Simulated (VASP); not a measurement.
# MgCd2Te3 (I-4m2) in VASP: a series of runs

MgCd2Te3 is run at these levels: PBE; tasks: single point.

All numbers are computed with VASP 6.6.1; they aren't measurements. Logs are shortened: lines on timing, memory, paths and dates and some standing lists are left out, and cuts for length are marked.

## (1) The cell of the first run

Symmetry: I-4m2, No. 119, tetragonal system. Conventional cell: a = 4.679 Å, b = 4.679 Å, c = 19.723 Å, α = 90.00°, β = 90.00°, γ = 90.00°. Within 3.7 Å of Mg (site symmetry -4m2) lie 4 Te at 2.83 Å. Cd (site symmetry 2mm) has 4 Te at 2.87 Å within 3.8 Å. Te (site symmetry 2mm) has 2 Mg at 2.83 Å and 2 Cd at 2.87 Å within 3.7 Å. Te (site symmetry -4m2) has 4 Cd at 2.87 Å within 3.8 Å.

## (2) Single point, PBE

INCAR reads:

```
SYSTEM = MgCd2Te3
  ALGO = Normal
  EDIFF = 1E-6
  ENCUT = 520
  GGA = PE
  ISIF = 2
  ISMEAR = 0
  LASPH = .True.
  LCHARG = .False.
  LREAL = .False.
  LWAVE = .False.
  NBANDS = 31
  NELM = 80
  PREC = Accurate
  SIGMA = 0.2
```

KPOINTS reads:

```
k-points
0
Gamma
  5 5 5
  0 0 0
```

POSCAR reads:

```
MgCd2Te3
1.0
   -2.3392848190      2.3392848190      9.8616027026
    2.3392848190     -2.3392848190      9.8616027026
    2.3392848190      2.3392848190     -9.8616027026
Mg Cd Te
1 2 3
Direct
    0.0000000000      0.0000000000      0.0000000000
    0.3341573957      0.3341573957      0.0000000000
    0.6658426043      0.6658426043      0.0000000000
    0.9188103353      0.4188103353      0.5000000000
    0.5811896647      0.0811896647      0.5000000000
    0.2500000000      0.7500000000      0.5000000000
```

Potentials or basis: VASP PAW PBE potentials, release 64 (Mg, Cd, Te).

Command:

```
> cat potpaw_PBE.64/Mg/POTCAR potpaw_PBE.64/Cd/POTCAR potpaw_PBE.64/Te/POTCAR > POTCAR
> mpirun -np 1 vasp_std > vasp.out
```

OUTCAR:

```text
SYSTEM = MgCd2Te3
   EDIFF = 1E-6
   ENCUT = 520
   GGA = PE
   ISIF = 2
   ISMEAR = 0
   LASPH = .True.
   LREAL = .False.
   NELM = 80
   PREC = Accurate

 ion  position               nearest neighbor table
   1  0.000  0.000  0.000-   5 2.83   4 2.83   5 2.83   4 2.83
   2  0.334  0.334  0.000-   6 2.87   6 2.87   4 2.87   4 2.87
   3  0.666  0.666  0.000-   6 2.87   6 2.87   5 2.87   5 2.87
   4  0.919  0.419  0.500-   1 2.83   1 2.83   2 2.87   2 2.87
   5  0.581  0.081  0.500-   1 2.83   1 2.83   3 2.87   3 2.87
   6  0.250  0.750  0.500-   2 2.87   3 2.87   2 2.87   3 2.87

  LATTYP: Found a body centered tetragonal cell.
 ALAT       =     4.6785696380
 C/A-ratio  =     4.2156485702

  Lattice vectors:

 A1 = (  -2.3392848190,   2.3392848190,   9.8616027026)
 A2 = (   2.3392848190,  -2.3392848190,   9.8616027026)
 A3 = (   2.3392848190,   2.3392848190,  -9.8616027026)

Analysis of symmetry for initial positions (statically):
=====================================================================
 Subroutine PRICEL returns:
 Original cell was already a primitive cell.

 Routine SETGRP: Setting up the symmetry group for a
 body centered tetragonal supercell.

 Subroutine GETGRP returns: Found  8 space group operations
 (whereof  8 operations were pure point group operations)
 out of a pool of 16 trial point group operations.

The static configuration has the point symmetry D_2d.

Analysis of symmetry for dynamics (positions and initial velocities):
=====================================================================
 Subroutine PRICEL returns:
 Original cell was already a primitive cell.

 Routine SETGRP: Setting up the symmetry group for a
 body centered tetragonal supercell.

 Subroutine GETGRP returns: Found  8 space group operations
 (whereof  8 operations were pure point group operations)
 out of a pool of 16 trial point group operations.

The dynamic configuration has the point symmetry D_2d.

 Subroutine INISYM returns: Found  8 space group operations
 (whereof  8 operations are pure point group operations),
 and found     1 'primitive' translations

----------------------------------------------------------------------------------------

                                     Primitive cell

  volume of cell :     215.8608

  direct lattice vectors                    reciprocal lattice vectors
    -2.339284819  2.339284819  9.861602703     0.000000000  0.213740540  0.050701698
     2.339284819 -2.339284819  9.861602703     0.213740540  0.000000000  0.050701698
     2.339284819  2.339284819 -9.861602703     0.213740540  0.213740540  0.000000000

  length of vectors
    10.401716916 10.401716916 10.401716916     0.219671756  0.219671756  0.302274770

  position of ions in fractional coordinates (direct lattice)
     0.000000000  0.000000000  0.000000000
     0.334157396  0.334157396  0.000000000
     0.665842604  0.665842604  0.000000000
     0.918810335  0.418810335  0.500000000
     0.581189665  0.081189665  0.500000000
     0.250000000  0.750000000  0.500000000

  ion indices of the primitive-cell ions
   primitive index   ion index
                 1           1
                 2           2
                 3           3
                 4           4
                 5           5
                 6           6

----------------------------------------------------------------------------------------

 KPOINTS: k-points

Automatic generation of k-mesh.
 Grid dimensions read from file:
 generate k-points for:    5    5    5

 Generating k-lattice:

  Cartesian coordinates                     Fractional coordinates (reciprocal lattice)
     0.000000000  0.042748108  0.010140340     0.200000000  0.000000000  0.000000000
     0.042748108  0.000000000  0.010140340     0.000000000  0.200000000  0.000000000
     0.042748108  0.042748108  0.000000000     0.000000000  0.000000000  0.200000000

  Length of vectors
     0.043934351  0.043934351  0.060454954

  Shift w.r.t. Gamma in fractional coordinates (k-lattice)
     0.000000000  0.000000000  0.000000000

 Subroutine IBZKPT returns following result:
 ===========================================

 Found     18 irreducible k-points:

 Following reciprocal coordinates:
            Coordinates               Weight
  0.000000  0.000000  0.000000      1.000000
  0.200000 -0.000000  0.000000      8.000000
  0.400000  0.000000 -0.000000      8.000000
  0.200000  0.200000  0.000000      8.000000
  0.400000  0.200000 -0.000000     16.000000
 -0.400000  0.200000  0.000000     16.000000
[... 10 lines left out ...]
 -0.400000  0.400000  0.400000      4.000000
 -0.400000 -0.400000  0.400000      2.000000
   k-points           NKPTS =     18   k-points in BZ     NKDIM =     18   number of bands    NBANDS=     31
   number of dos      NEDOS =    301   number of ions     NIONS =      6
   total plane-waves  NPLWV = 512000
   dimension x,y,z NGX =    80 NGY =   80 NGZ =   80
   dimension x,y,z NGXF=   160 NGYF=  160 NGZF=  160
   ions per type =               1   2   3
   NGX,Y,Z   is equivalent  to a cutoff of  12.79, 12.79, 12.79 a.u.
   NGXF,Y,Z  is equivalent  to a cutoff of  25.57, 25.57, 25.57 a.u.
 SYSTEM =  MgCd2Te3
   PREC   = accura    normal or accurate (medium, high low for compatibility)
   ISTART =      0    job   : 0-new  1-cont  2-samecut
   ICHARG =      2    charge: 1-file 2-atom 10-const
   ISPIN  =      1    spin polarized calculation?
   LNONCOLLINEAR =      F non collinear calculations
   LSORBIT =      F    spin-orbit coupling
   LASPH  =      T    aspherical Exc in radial PAW
   ENCUT  =  520.0 eV  38.22 Ry    6.18 a.u.  19.34 19.34 19.34*2*pi/ulx,y,z
   NELM   =     80;   NELMIN=  2; NELMDL= -5     # of ELM steps
   EDIFF  = 0.1E-05   stopping-criterion for ELM
   LREAL  =      F    real-space projection
[... 7 lines left out ...]
   TEBEG  =    0.0;   TEEND  =   0.0 temperature during run
   PSTRESS=    0.0 pullay stress
   NELECT =      44.0000    total number of electrons
   NUPDOWN=      -1.0000    fix difference up-down
   EMIN   =  10.00;   EMAX   =-10.00  energy-range for DOS
   EFERMI =   0.00;   METHOD = LEGACY
   ISMEAR =     0;   SIGMA  =   0.20  broadening in eV -4-tet -1-fermi 0-gaus
   EFERMI_NEDOS =   21; number of points for ismear=-14 and -15
   IALGO  =     38    algorithm
   IMIX   =      4    mixing-type and parameters
     AMIX     =   0.40;   BMIX     =  1.00
     AMIX_MAG =   1.60;   BMIX_MAG =  1.00
  volume/ion in A,a.u.               =      35.98       242.78
  Fermi-wavevector in a.u.,A,eV,Ry     =   0.963462  1.820679 12.629725  0.928259
  Thomas-Fermi vector in A             =   2.093009
   LORBIT       =      0    0 simple, 1 ext, 2 COOP (PROOUT), +10 PAW based schemes
   GGA     = PE    functional components
   LHFCALC =     F    Hartree Fock is set to
   AEXX    =    0.0000 exact exchange contribution
   IVDW    =     0    specifies the selected vdW correction
   LEPSILON=     F    determine dielectric tensor
   LRPA    =     F    only Hartree local field effects (RPA)
 non-spin polarized calculation
 Gauss-broadening in eV      SIGMA  =   0.20
  energy-cutoff  :      520.00
  volume of cell :      215.86
 maximum number of plane-waves:      5848
 NGX is ok and might be reduce to    80
   NGX = 39   NGY = 39   NGZ = 39

 number of electron      44.0000004 magnetization

 Free energy of the ion-electron system (eV)
  ---------------------------------------------------
  ext. energy  EPLUGINS =         0.00000000
  ---------------------------------------------------
  free energy    TOTEN  =       -16.00390750 eV

  energy without entropy =      -16.00390483  energy(sigma->0) =      -16.00390616

 E-fermi :   2.2694     XC(G=0):  -8.0952

 val. band max:        1.7157287258   @ k =   0.0000   0.0000   0.0000
 cond. band min:       2.7820434832   @ k =   0.0000   0.0000   0.0000
 fundamental gap:      1.0663147574
 Fermi energy:         2.2694018637

 k-point     1 :       0.0000    0.0000    0.0000
  band No.  band energies     occupation
      1      -8.8646      2.00000
      2      -8.5475      2.00000
      3      -8.3614      2.00000
      4      -6.1773      2.00000
      5      -6.1773      2.00000
      6      -6.1118      2.00000
[... 23 lines left out ...]
     30       6.5955      0.00000
     31       8.8215      0.00000

 k-point     2 :       0.2000   -0.0000    0.0000
  band No.  band energies     occupation
      1      -8.7762      2.00000
      2      -8.5268      2.00000
      3      -8.3388      2.00000
      4      -6.1710      2.00000
      5      -6.1450      2.00000
      6      -6.1341      2.00000
[... 23 lines left out ...]
     30       7.0955      0.00000
     31       7.5591      0.00000

 k-point     3 :       0.4000    0.0000   -0.0000
  band No.  band energies     occupation
      1      -8.6266      2.00000
      2      -8.4519      2.00000
      3      -8.3445      2.00000
      4      -6.1567      2.00000
      5      -6.1508      2.00000
      6      -6.1316      2.00000
[... 23 lines left out ...]
     30       7.2324      0.00000
     31       7.5086      0.00000

 k-point     4 :       0.2000    0.2000    0.0000
  band No.  band energies     occupation
      1      -8.6966      2.00000
      2      -8.5040      2.00000
      3      -8.3115      2.00000
      4      -6.1537      2.00000
      5      -6.1360      2.00000
      6      -6.1262      2.00000
[... 23 lines left out ...]
     30       7.2197      0.00000
     31       7.5538      0.00000

 k-point     5 :       0.4000    0.2000   -0.0000
  band No.  band energies     occupation
      1      -8.5842      2.00000
      2      -8.4023      2.00000
      3      -8.3104      2.00000
      4      -6.1364      2.00000
      5      -6.1296      2.00000
      6      -6.1206      2.00000
[... 23 lines left out ...]
     30       7.5428      0.00000
     31       7.6375      0.00000
[... 338 lines left out ...]
     30       6.9653      0.00000
     31       7.4999      0.00000

 k-point    16 :      -0.2000   -0.2000    0.2000
  band No.  band energies     occupation
      1      -8.8449      2.00000
      2      -8.5931      2.00000
      3      -8.3367      2.00000
      4      -6.1777      2.00000
      5      -6.1777      2.00000
      6      -6.1114      2.00000
[... 23 lines left out ...]
     30       6.7323      0.00000
     31       8.4201      0.00000

 k-point    17 :      -0.4000    0.4000    0.4000
  band No.  band energies     occupation
      1      -8.7219      2.00000
      2      -8.6177      2.00000
      3      -8.3042      2.00000
      4      -6.1719      2.00000
      5      -6.1448      2.00000
      6      -6.1242      2.00000
[... 23 lines left out ...]
     30       7.2152      0.00000
     31       7.3495      0.00000

 k-point    18 :      -0.4000   -0.4000    0.4000
  band No.  band energies     occupation
      1      -8.7954      2.00000
      2      -8.6733      2.00000
      3      -8.3079      2.00000
      4      -6.1783      2.00000
      5      -6.1783      2.00000
      6      -6.1195      2.00000
[... 23 lines left out ...]
     30       7.1199      0.00000
     31       7.7405      0.00000

------------------------ aborting loop because EDIFF is reached ----------------------------------------

  FORCE on cell =-STRESS in cart. coord.  units (eV):
  Direction    XX          YY          ZZ          XY          YZ          ZX
  --------------------------------------------------------------------------------------
  -------------------------------------------------------------------------------------
  Total       -0.3281114     -0.3281114     -0.3270454      0.0000000      0.0000000      0.0000000
  in kB       -2.4353324     -2.4353324     -2.4274198      0.0000000      0.0000000      0.0000000
  external PRESSURE =      -2.4326949 kB  Pullay stress =       0.0000000 kB

 VOLUME and BASIS-vectors are now :
 -----------------------------------------------------------------------------
  energy-cutoff  :      520.00
  volume of cell :      215.86
      direct lattice vectors                 reciprocal lattice vectors
    -2.339284819  2.339284819  9.861602703     0.000000000  0.213740540  0.050701698
     2.339284819 -2.339284819  9.861602703     0.213740540  0.000000000  0.050701698
     2.339284819  2.339284819 -9.861602703     0.213740540  0.213740540  0.000000000

 POSITION                                       TOTAL-FORCE (eV/Angst)
 -----------------------------------------------------------------------------------
      0.00000      0.00000      0.00000        -0.000000      0.000000     -0.000000
      0.00000      0.00000      6.59065        -0.000000      0.000000      0.007618
      0.00000      0.00000     13.13255        -0.000000      0.000000     -0.007618
     -0.00000      2.33928      8.26028         0.000000     -0.000000      0.048989
      0.00000      2.33928      1.60132         0.000000     -0.000000     -0.048989
      2.33928     -0.00000      4.93080        -0.000000      0.000000     -0.000000
 -----------------------------------------------------------------------------------
    total drift:                               -0.000001      0.000001     -0.000000

  FREE ENERGIE OF THE ION-ELECTRON SYSTEM (eV)
  ---------------------------------------------------
  free  energy   TOTEN  =       -16.0039074983 eV

  energy  without entropy=      -16.0039048298  energy(sigma->0) =      -16.00390616
```

Run time: 7.1 min. Hardware: 1 thread of AMD EPYC 7R13 (Zen 3), shared host; peak memory 0.91 GiB.

Results:

```
Free energy            : -16.0039 eV
Pressure               : -0.2 GPa
Largest force          : 0.049 eV/Å
Band gap on the k mesh : 1.07 eV
```

Forces in eV/Å, atoms in the order of the input:
```
Mg   0.000  0.000  0.000
Cd   0.000  0.000  0.008
Cd   0.000  0.000 -0.008
Te   0.000  0.000  0.049
Te   0.000  0.000 -0.049
Te   0.000  0.000  0.000
```

Levels at points of the mesh, in eV from the valence-band top:
```csv
k point,band 19,band 20,band 21,band 22,band 23,band 24,band 25,band 26
"(0.00, 0.00, 0.00)",-1.13,-0.02,0.00,0.00,1.07,2.88,3.18,3.33
```

Caveat: spin-orbit coupling is left out, which moves the levels of the heavy elements.

## (3) Single point, PBE

This run uses another cell than the first one, of 35.63 Å³/atom.

INCAR reads:

```
SYSTEM = MgCd2Te3
PREC = Accurate ; ENCUT = 520
EDIFF = 1E-6 ; ISMEAR = 0
SIGMA = 0.02 ; LREAL = .False.
LASPH = .True. ; NELM = 60
ALGO = Normal ; ISIF = 2
LWAVE = .False. ; LCHARG = .False.
GGA = PE ; NBANDS = 31
```

KPOINTS reads:

```
regular mesh
0
Gamma
  8 8 8
  0 0 0
```

POSCAR reads:

```
MgCd2Te3
1.0
   -2.3303983493      2.3303983493      9.8408539500
    2.3303983493     -2.3303983493      9.8408539500
    2.3303983493      2.3303983493     -9.8408539500
Mg Cd Te
1 2 3
Direct
    0.0000000000      0.0000000000      0.0000000000
    0.3343730148      0.3343730148      0.0000000000
    0.6656269852      0.6656269852      0.0000000000
    0.9191785198      0.4191785198      0.5000000000
    0.5808214802      0.0808214802      0.5000000000
    0.2500000000      0.7500000000      0.5000000000
```

Potentials or basis: VASP PAW PBE potentials, release 64 (Mg, Cd, Te).

Command:

```
> cat potpaw_PBE.64/Mg/POTCAR potpaw_PBE.64/Cd/POTCAR potpaw_PBE.64/Te/POTCAR > POTCAR
> mpirun -np 1 vasp_std > vasp.out
```

Run time: 22 min. Hardware: 1 thread of AMD EPYC 7R13 (Zen 3), shared host; peak memory 1.1 GiB.

The run converged. Its results:

```yaml
Free_energy: -16.0173 eV
Pressure: 0.1 GPa
Largest_force: 0.019 eV/Å
Band_gap_on_the_k_mesh: 1.10 eV
```

Forces in eV/Å, atoms in the order of the input:
```
Mg   0.000  0.000  0.000
Cd   0.000  0.000  0.003
Cd   0.000  0.000 -0.003
Te   0.000  0.000  0.019
Te   0.000  0.000 -0.019
Te   0.000  0.000  0.000
```

Levels at points of the mesh, in eV from the valence-band top:
```tsv
k point	band 18	band 19	band 20	band 21	band 22	band 23	band 24	band 25	band 26	band 27
(0.00, 0.00, 0.00)	-1.14	-1.14	-0.03	0.00	0.00	1.10	2.89	3.18	3.34	3.40
(0.50, 0.00, 0.00)	-1.41	-0.82	-0.59	-0.57	-0.52	2.09	2.91	3.46	4.92	5.17
(0.50, 0.50, 0.00)	-1.83	-1.73	-1.70	-1.50	-1.49	2.76	2.78	3.77	3.79	3.98
(0.50, 0.50, 0.50)	-1.23	-0.62	-0.62	-0.35	-0.35	2.39	2.68	2.86	3.19	4.02
```

Caveat: spin-orbit coupling is left out, which moves the levels of the heavy elements. A k mesh can miss the band edges.
